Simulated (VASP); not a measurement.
The system is Cu2O.

```xyz
6
Lattice="4.2600 0.0000 0.0000 0.0000 4.2600 0.0000 0.0000 0.0000 4.2600" Properties=species:S:1:pos:R:3 pbc="T T T"
Cu    1.0650    1.0650    1.0650
Cu    1.0650    3.1950    3.1950
Cu    3.1950    3.1950    1.0650
Cu    3.1950    1.0650    3.1950
O     0.0000    0.0000    0.0000
O     2.1300    2.1300    2.1300
```

| Quantity | Value |
| --- | --- |
| Program | VASP 6.6.1 |
| Task | relaxation of cell and atoms |
| Functional | PBEsol |
| Potentials or basis | VASP PAW PBE potentials, release 64 (Cu, O) |
| Cutoff | 600 eV |
| k mesh | 6 × 6 × 6 |
| Occupations | gaussian, width 0.01 eV |
| Spin | no spin polarisation |

At the start: pressure -2.5 GPa; volume 12.88 Å³/atom.

Question: How do energy, volume and symmetry change on relaxing?

Answer: Over 3 steps the energy falls by 2.1 meV/atom and the volume is 12.62 Å³/atom (-2.0 %); space group Pn-3m (No. 224, to 0.1 Å) before and after.

Step by step:
| step | energy change (eV) | largest force (eV/Å) | pressure (GPa) | volume (Å³) |
| --- | --- | --- | --- | --- |
| 1 | 0.0000 | 0.0000 | -2.51 | 77.31 |
| 2 | -0.0100 | 0.0000 | 1.19 | 75.07 |
| 3 | -0.0125 | 0.0000 | 0.00 | 75.75 |

Final structure:
```yaml
crystal:
  lattice:
    - [4.23116, 0.00000, 0.00000]
    - [0.00000, 4.23116, 0.00000]
    - [0.00000, 0.00000, 4.23116]
  atoms:
    - { symbol: Cu, position: [0.25000, 0.25000, 0.25000] }
    - { symbol: Cu, position: [0.25000, 0.75000, 0.75000] }
    - { symbol: Cu, position: [0.75000, 0.75000, 0.25000] }
    - { symbol: Cu, position: [0.75000, 0.25000, 0.75000] }
    - { symbol: O, position: [0.00000, 0.00000, 0.00000] }
    - { symbol: O, position: [0.50000, 0.50000, 0.50000] }
```

Caveat: the PAW data sets were made with another functional, which shifts forces and pressure a little.
